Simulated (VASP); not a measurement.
Input of a VASP 6.6.1 run:

INCAR

```
ALGO = Normal ; EDIFF = 1E-7
ENCUT = 520 ; GGA = PE
ISIF = 2 ; ISMEAR = 0
LASPH = T ; LCHARG = T
LELF = T ; LREAL = Auto
LVHAR = T ; LWAVE = F
NBANDS = 55 ; NELM = 80
PREC = Accurate ; SIGMA = 0.05
```

KPOINTS

```
k-points
0
Gamma
  2 2 1
```

File POSCAR:

```
Si16H5Cl
1.0
    7.6791800000      0.0000000000      0.0000000000
    3.8395900000      6.6503650000      0.0000000000
    0.0000000000      0.0000000000     18.4187650000
H Si Cl
5 16 1
Direct
    0.1666667000      0.1666667000      0.0542925000
    0.6666667000      0.1666667000      0.0542925000
    0.1666667000      0.6666667000      0.0542925000
    0.6666667000      0.6666667000      0.0542925000
    0.5129540522     -0.0150688669      0.4281377698
    0.1666667000      0.1666667000      0.1357311000
    0.6666667000      0.1666667000      0.1357311000
    0.1666667000      0.6666667000      0.1357311000
    0.6666667000      0.6666667000      0.1357311000
   -0.1652398615      0.3336467786      0.1785190554
    0.3319637821      0.3335599638      0.1784090944
   -0.1667761365      0.8336400898      0.1750918399
    0.3337079321      0.8323516368      0.1781837077
   -0.1859254280      0.3266772950      0.3090497520
    0.3544419094      0.3256256633      0.3087310396
   -0.1660912898      0.8269296781      0.3028001036
    0.3467901977      0.8075380547      0.3060861327
    0.0102318405     -0.0145136719      0.3446027076
    0.5016423121     -0.0127744996      0.3467599393
    0.0085777895      0.4780630767      0.3157426836
    0.4987523328      0.4964713155      0.3703305674
    0.0026101747     -0.0177898946      0.4586551135
```

Potentials or basis: VASP PAW PBE potentials, release 64 (H, Si, Cl).

Launch:

```sh
$ cat potpaw_PBE.64/H/POTCAR potpaw_PBE.64/Si/POTCAR potpaw_PBE.64/Cl/POTCAR > POTCAR
$ mpirun -np 1 vasp_std > vasp.out
```

Question: Predict the band gap on the k mesh.

Answer: 0.28 eV, direct.

Question: What does it give for the largest force?

Answer: 0.230 eV/Å.

Forces in eV/Å, atoms in the order of the input:
```
H   -0.008  0.005 -0.068
H    0.009  0.069 -0.070
H   -0.006 -0.047 -0.054
H    0.000 -0.054 -0.057
H   -0.002  0.003 -0.014
Si   0.024 -0.145  0.177
Si   0.004  0.185  0.047
Si   0.104 -0.033  0.030
Si  -0.121 -0.003  0.007
Si  -0.001  0.000 -0.004
Si   0.003 -0.003 -0.003
Si  -0.001  0.004  0.006
Si  -0.002  0.017  0.010
Si  -0.006 -0.002  0.017
Si   0.004 -0.001  0.006
Si   0.004 -0.001 -0.004
Si   0.001 -0.005  0.012
Si  -0.001  0.003  0.039
Si  -0.005  0.002  0.000
Si  -0.005  0.001 -0.002
Si   0.000  0.004 -0.017
Cl   0.002  0.001 -0.057
```

Caveat: the k points lie up to 0.47 Å⁻¹ apart.
